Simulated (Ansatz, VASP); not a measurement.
## GdSn: VASP beside Ansatz

```xyz
2
Lattice="3.8247 -0.0191 0.0000 -0.0191 3.8247 0.0000 0.0000 0.0000 3.8247" Properties=species:S:1:pos:R:3 pbc="T T T"
Gd    0.0000    0.0000    0.0000
Sn    1.9028    1.9028    1.9123
```

Change from the starting cell: strain e6 = -0.01, atoms carried along.

Alike in both runs: task single point; functional PBE; k mesh 8 × 8 × 8; occupations gaussian, width 0.05 eV; collinear spin; Hubbard terms Gd f U = 6.0 eV.

|  | VASP | Ansatz |
| --- | --- | --- |
| version | VASP 6.6.1 | Ansatz 0.2.0 |
| potentials or method | VASP PAW PBE potentials, release 64 (Gd, Sn_d), cutoff 520 eV | scalar-relativistic, plane waves, PAW |
| valence electrons in the cell | 32 | 32 |

VASP gave:

- gap on the k mesh at the Fermi level (eV): none
- pressure (GPa): 0.1
- traceless stress, the component that is largest in VASP (GPa): -0.35
- net moment per atom (μB): 3.73
- size of the moment on the site where the two differ most (μB): 7.02

**Question.** Estimate Ansatz's values.

**Answer.** gap on the k mesh at the Fermi level (eV): none; pressure (GPa): 0.0; traceless stress, the component that is largest in VASP (GPa): -0.34; net moment per atom (μB): 3.76; size of the moment on the site where the two differ most (μB): 7.29.

Site moments also hang on the region over which each program counts them. The programs project onto different local orbitals, so the same U acts differently, and such runs can settle in different states. A gap of «none» marks a metal or a gap that the smearing closes. Ansatz's warnings: filled band counts differ across k points.

Neither program's run includes spin-orbit coupling.
